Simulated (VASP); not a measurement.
# GaN: single point with RPBE+D3(BJ)

The system is GaN.

```
CELL_PARAMETERS angstrom
0.00000 2.06854 2.06854
2.06854 0.00000 2.06854
2.06854 2.06854 0.00000
ATOMIC_POSITIONS crystal
Ga 0.00000 0.00000 0.00000
N 0.50000 0.50000 0.50000
```

```yaml
Program: VASP 6.6.1
Task: single point
Functional: RPBE
Dispersion: D3(BJ)
Potentials_or_basis: VASP PAW PBE potentials, release 64 (Ga_d, N)
Cutoff: 520 eV
k_mesh: 11 × 11 × 11
Occupations: fermi-dirac, width 0.05 eV
Spin: no spin polarisation
Dipole_correction: no
Further_INCAR_settings: ALGO = Normal; EDIFF = 1e-06; NBANDS = 16
```

```json
{
  "Pressure": "1.0 GPa",
  "Band gap on the k mesh": "1.25 eV, indirect (least direct gap 3.60 eV)",
  "Dispersion energy per atom": "-1.564 eV"
}
```

Levels at points of the mesh, in eV from the valence-band top:
| k point | band 5 | band 6 | band 7 | band 8 | band 9 | band 10 | band 11 | band 12 | band 13 | band 14 |
| --- | --- | --- | --- | --- | --- | --- | --- | --- | --- | --- |
| (0.00, 0.00, 0.00) | -13.87 | -13.87 | -0.59 | -0.59 | -0.59 | 3.01 | 15.09 | 15.09 | 15.09 | 16.35 |

It took 13 s on 1 thread of Intel(R) Xeon(R) Platinum 8259CL CPU @ 2.50GHz (Skylake/Cascade Lake), with other jobs on the host, peak memory 0.16 GiB.

Caveat: the PAW data sets were made with another functional, which shifts forces and pressure a little. A k mesh can miss the band edges.
